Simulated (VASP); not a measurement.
Set up this calculation in VASP 6.6.1, as the native input.

| Item | Value |
| --- | --- |
| Task | single point |
| Functional | PBE |
| Dispersion | D3(BJ) |
| Potentials or basis | VASP PAW PBE potentials, release 64 (C) |
| Cutoff | 520 eV |
| k mesh | 15 × 15 × 15 |
| Occupations | gaussian, width 0.05 eV |
| Spin | no spin polarisation |
| Dipole correction | no |
| Further INCAR settings | ALGO = Normal; EDIFF = 1e-07; NBANDS = 11 |

The structure of C lies in POSCAR:

```
C
1.0
    1.2222513345      0.7056671370      3.3330408480
   -1.2222513345      0.7056671370      3.3330408480
    0.0000000000     -1.4113342740      3.3330408480
C
2
Direct
    0.1722488039      0.1722488039      0.1722488039
    0.8277511961      0.8277511961      0.8277511961
```

The input as run:

INCAR

```
PREC     = Accurate       # precision mode
ENCUT    = 520            # plane-wave cutoff, eV
EDIFF    = 1E-7           # SCF threshold, eV
ISMEAR   = 0              # smearing method
SIGMA    = 0.05           # smearing width, eV
LREAL    = F              # projectors in reciprocal space
LASPH    = T              # aspherical terms in the spheres
NELM     = 80             # most SCF steps
ALGO     = Normal         # electronic algorithm
ISIF     = 2              # what is computed and relaxed
LWAVE    = F              # write WAVECAR
LCHARG   = F              # write CHGCAR
GGA      = PE             # functional
IVDW     = 12             # dispersion correction
NBANDS   = 11             # bands
```

KPOINTS

```
Automatic mesh
0
Gamma
  15 15 15
```

Potentials or basis: VASP PAW PBE potentials, release 64 (C).

The run is started by

```console
$ cat potpaw_PBE.64/C/POTCAR > POTCAR
$ mpirun -np 1 vasp_std > vasp.out
```

It gave:

| Property | Result |
| --- | --- |
| Pressure | 7.4 GPa |
| Largest force | 1.867 eV/Å |
| Band gap on the k mesh | 0.50 eV, direct |
| Dispersion energy per atom | -0.158 eV |

Caveat: forces of over 1 eV/Å act on the atoms, so gaps and moduli don't describe the material at rest.

It took 68 s on 1 thread of Intel(R) Xeon(R) 6975P-C (Granite Rapids), with other jobs on the host, peak memory 0.2 GiB.
